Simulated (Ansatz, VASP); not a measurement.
## One calculation of TaN, two programs

```
Ta N
1.0
     5.14810    0.00000    0.00000
    -2.57405    4.45839    0.00000
     0.00000    0.00000    2.87567
Ta N
3 3
Direct
  0.00000 0.00000 0.00000
  0.33333 0.66667 0.50000
  0.66667 0.33333 0.50000
  0.39348 0.00000 0.00000
  0.60652 0.60652 0.00000
  0.00000 0.39348 0.00000
```

Alike in both runs: functional LDA; k mesh 9 × 9 × 12; occupations gaussian, width 0.1 eV; no spin polarisation.

Ansatz relaxed the structure, and its values are those at the end. VASP's run is a single point on that final structure, the one shown.

```csv
,VASP,Ansatz
version,VASP 6.6.1,Ansatz 0.2.0
potentials or method,"VASP PAW LDA potentials, release 64 (Ta_sv_GW, N), cutoff 600 eV","scalar-relativistic, plane waves, PAW"
valence electrons in the cell,54,54
```

Ansatz gave:

- gap on the k mesh at the Fermi level (eV): none
- pressure (GPa): 0.0
- rms of the force components (eV/Å): 0.000

**Question.** Estimate VASP's values.

**Answer.** gap on the k mesh at the Fermi level (eV): none; pressure (GPa): 1.2; rms of the force components (eV/Å): 0.004.

Ansatz warns that its potentials were made for another functional, while VASP's fit it. LDA's correlation is that of Perdew and Zunger in VASP and of Perdew and Wang (1992) in Ansatz. A gap of «none» marks a metal or a gap that the smearing closes.

Spin-orbit coupling is off throughout.
